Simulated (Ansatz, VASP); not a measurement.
# Two plane-wave programs on Al

```
Al
1.0
     0.00000    2.02398    1.99362
     2.02398    0.00000    1.99362
     2.02398    2.02398    0.00000
Al
1
Cartesian
  0.0000 0.0000 0.0000
```

Change from the starting cell: strain +0.000 along x and y, -0.015 along z, atoms carried along.

Alike in both runs: task single point; functional PBEsol; k mesh 20 × 20 × 20; occupations gaussian, width 0.15 eV; no spin polarisation.

|  | VASP | Ansatz |
| --- | --- | --- |
| version | VASP 6.6.1 | Ansatz 0.2.0 |
| potentials or method | VASP PAW PBE potentials, release 64 (Al), cutoff 520 eV | scalar-relativistic, plane waves, PAW |
| valence electrons in the cell | 3 | 3 |

Ansatz gave:

```
gap on the k mesh at the Fermi level (eV)                     : none
pressure (GPa)                                                : -0.8
traceless stress, the component that is largest in VASP (GPa) : 0.14
```

Q: Which values does VASP return?

A: gap on the k mesh at the Fermi level (eV): none; pressure (GPa): -0.7; traceless stress, the component that is largest in VASP (GPa): 0.14.

VASP's potentials were made for PBE, not for PBEsol. A gap of «none» marks a metal or a gap that the smearing closes. With one functional, cell and mesh, what is left measures potentials, basis and numerics.
